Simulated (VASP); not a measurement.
## AlNi3: single point with PBE

AlNi3:

```
CELL_PARAMETERS angstrom
3.52305 0.00000 0.00000
0.00000 3.52305 0.00000
0.00000 0.00000 3.52305
ATOMIC_POSITIONS crystal
Ni 0.50000 0.50000 0.00000
Ni 0.50000 0.00000 0.50000
Ni 0.00000 0.50000 0.50000
Al 0.00000 0.00000 0.00000
```

* Program: VASP 6.6.1
* Task: single point
* Functional: PBE
* Potentials or basis: VASP PAW PBE potentials, release 64 (Ni, Al)
* Cutoff: 520 eV
* k mesh: 6 × 6 × 6
* Occupations: fermi-dirac, width 0.05 eV
* Spin: collinear spin, zero start
* Starting moments: [0.0, 0.0, 0.0, 0.0] μB
* Fixed moment: 0 μB

| Item | Value |
| --- | --- |
| Pressure | 7.2 GPa |
| Net moment | 0.00 μB per cell |
| Valence electrons inside the program's atomic spheres | Ni 9.45; Al 0.82 |

It took 24 s on 1 thread of Intel(R) Xeon(R) 6975P-C (Granite Rapids), with other jobs on the host, peak memory 0.19 GiB.

Caveat: the total moment is fixed, so each spin has its own Fermi level.
